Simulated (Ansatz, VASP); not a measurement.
**One calculation of Rh, two programs**

```
Rh
1.0
     0.00000    1.90155    1.90155
     1.90155    0.00000    1.90155
     1.90155    1.90155    0.00000
Rh
1
Direct
  0.00000 0.00000 0.00000
```

Alike in both runs: task relaxation of cell and atoms; functional LDA; k mesh 8 × 8 × 8; occupations gaussian, width 0.1 eV; no spin polarisation.

```csv
,VASP,Ansatz
version,VASP 6.6.1,Ansatz 0.2.0
potentials or method,"VASP PAW LDA potentials, release 64 (Rh_pv), cutoff 500 eV","scalar-relativistic, plane waves, PAW"
valence electrons in the cell,15,17
```

|  | VASP | Ansatz | Ansatz less VASP |
| --- | --- | --- | --- |
| gap on the k mesh at the Fermi level, each at its own relaxed structure (eV) | none | none | - |
| relaxed volume (Å³/atom) | 13.32 | 13.27 | -0.049 |
| relaxed cell length with the largest relative difference (Å) | 2.661 | 2.657 | -0.0033 |

Ansatz warns that its potentials were made for another functional, while VASP's fit it. LDA's correlation is that of Perdew and Zunger in VASP and of Perdew and Wang (1992) in Ansatz. A gap of «none» marks a metal or a gap that the smearing closes. VASP's potentials hold 15 valence electrons a cell and Ansatz's 17, so a difference there can come from the potentials and not from the codes.
